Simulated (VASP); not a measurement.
The system is Li3AgB5.

```xyz
9
Lattice="3.1148 -3.7528 0.0000 3.1148 3.7528 0.0000 0.0000 0.0000 4.7865" Properties=species:S:1:pos:R:3 pbc="T T T"
Li    1.5574    1.8764    2.3933
Li    1.5574   -1.8764    2.3933
Li    3.1148    0.0000    0.0000
Ag    3.1148    0.0000    2.3933
B     4.6095    0.0000    0.9305
B     1.6202    0.0000    0.9305
B     4.6095    0.0000    3.8560
B     1.6202    0.0000    3.8560
B     0.0000    0.0000    2.3933
```

The cell was built from a structure type or drawn by symmetry, and may not be a known phase.

* Program: VASP 6.6.1
* Task: relaxation of cell and atoms
* Functional: PBE
* Potentials or basis: VASP PAW PBE potentials, release 64 (Li_sv, Ag, B)
* Cutoff: 600 eV
* k mesh: 4 × 4 × 4
* Occupations: gaussian, width 0.1 eV
* Spin: no spin polarisation

At the start: pressure 3.3 GPa; volume 12.43 Å³/atom.

Where does the relaxation end?

Over 23 steps the energy falls by 880.1 meV/atom and the volume is 12.30 Å³/atom (-1.1 %); space group Cmmm (No. 65, to 0.1 Å) before and after.

Step by step:
| step | energy change (eV) | largest force (eV/Å) | pressure (GPa) | volume (Å³) |
| --- | --- | --- | --- | --- |
| 1 | 0.0000 | 4.7068 | 3.31 | 111.90 |
| 2 | -3.5312 | 2.3030 | -5.62 | 115.92 |
| 3 | -4.4240 | 2.6534 | -6.10 | 118.52 |
| 4 | -4.5043 | 3.1413 | -5.36 | 119.30 |
| 5 | -6.2533 | 1.8580 | -3.16 | 112.91 |
| 6 | -6.2543 | 1.9207 | -3.01 | 112.80 |
| 7 | -6.8549 | 3.4069 | 9.81 | 104.77 |
| 8 | -7.0696 | 2.2087 | 4.77 | 106.97 |
| 9 | -7.0509 | 4.1034 | 3.81 | 109.03 |
| 10 | -7.4852 | 1.4502 | 3.42 | 108.09 |
| 11 | -7.6906 | 0.1739 | -4.10 | 112.49 |
| 12 | -7.7080 | 0.1680 | -2.60 | 111.48 |
| 13 | -7.8338 | 0.1198 | -1.40 | 109.54 |
| 14 | -7.8847 | 0.4279 | 0.83 | 107.50 |
| 15 | -7.8852 | 0.3869 | 0.53 | 107.73 |
| 16 | -7.9044 | 0.1811 | 1.58 | 107.86 |
| 17 | -7.9066 | 0.0462 | 1.31 | 107.83 |
| 18 | -7.9155 | 0.0250 | 0.13 | 109.53 |
| 19 | -7.9159 | 0.0305 | -0.22 | 110.07 |
| 20 | -7.9200 | 0.0605 | -0.14 | 110.84 |
| 21 | -7.9201 | 0.0562 | -0.16 | 110.79 |
| 22 | -7.9204 | 0.0644 | 0.11 | 110.69 |
| 23 | -7.9205 | 0.0231 | 0.01 | 110.72 |

Final structure:
```xyz
9
Lattice="2.7441 -4.4115 0.0000 2.7441 4.4115 0.0000 0.0000 0.0000 4.5732" Properties=species:S:1:pos:R:3 pbc="T T T"
Li    1.3721    2.2057    2.2866
Li    1.3721   -2.2057    2.2866
Li    2.7441    0.0000    0.0000
Ag    2.7441    0.0000    2.2866
B     4.6224    0.0000    0.8331
B     0.8659    0.0000    0.8331
B     4.6224    0.0000    3.7401
B     0.8659    0.0000    3.7401
B     0.0000    0.0000    2.2866
```

Caveat: the cutoff is under 1.25 times the usual one of these potentials, so pressure, stress and relaxed cells hold a basis-set (Pulay) error.
